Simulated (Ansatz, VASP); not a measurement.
Given: the input of a run of VASP 6.6.1 on Ge.

The input INCAR:

```
PREC = Accurate
ENCUT = 520
EDIFF = 1E-6
ISMEAR = -1
SIGMA = 0.05
LREAL = False
LASPH = True
NELM = 80
ALGO = Normal
ISIF = 2
LWAVE = False
LCHARG = True
GGA = RP
IVDW = 12
LELF = True
LVHAR = True
NBANDS = 21
```

Contents of KPOINTS:

```
regular mesh
0
Gamma
  8 8 8
```

The input POSCAR:

```
Ge
1.0
    0.0000000000      2.8843929095      2.8843929095
    2.8843929095      0.0000000000      2.8843929095
    2.8843929095      2.8843929095      0.0000000000
Ge
2
Direct
    0.7500000000      0.7500000000      0.7500000000
    0.5000000000      0.5000000000      0.5000000000
```

Potentials or basis: VASP PAW PBE potentials, release 64 (Ge_d).

The run is started by

```sh
$ cat potpaw_PBE.64/Ge_d/POTCAR > POTCAR
$ mpirun -np 1 vasp_std > vasp.out
```

Q: Translate it to Ansatz 0.2.0. Potentials there: Ansatz PAW.

A: As run (the cutoff follows the program's own potentials):

input.yaml

```yaml
crystal:
  lattice:
    - [0.0, 2.8843929095, 2.8843929095]
    - [2.8843929095, 0.0, 2.8843929095]
    - [2.8843929095, 2.8843929095, 0.0]
  atoms:
    - { symbol: Ge, position: [0.75, 0.75, 0.75] }
    - { symbol: Ge, position: [0.5, 0.5, 0.5] }
hamiltonian:
  xc: rpbe
  pseudopotentials: { kind: paw }
  dispersion: d3bj
kpoints:
  mp_grid: { grid: [8, 8, 8] }
scf:
  occupations: { method: fermi_dirac, width: 0.05 }
output:
  forces: true
  stress: true
  eigenvalues: true
```

Potentials or basis: Ansatz PAW.

The run is started by

```sh
$ ansatz run input.yaml --threads 2 --pin off --max-ram 5120MiB --backend cpu --events-out ev --progress --plain --runs-dir out
```

Both were run:

|  | VASP | Ansatz | Ansatz less VASP |
| --- | --- | --- | --- |
| gap on the k mesh at the Fermi level (eV) | none | none | - |
| pressure (GPa) | -6.8 | -6.7 | +0.14 |

VASP's potentials were made for PBE, not for RPBE. A gap of «none» marks a metal or a gap that the smearing closes.
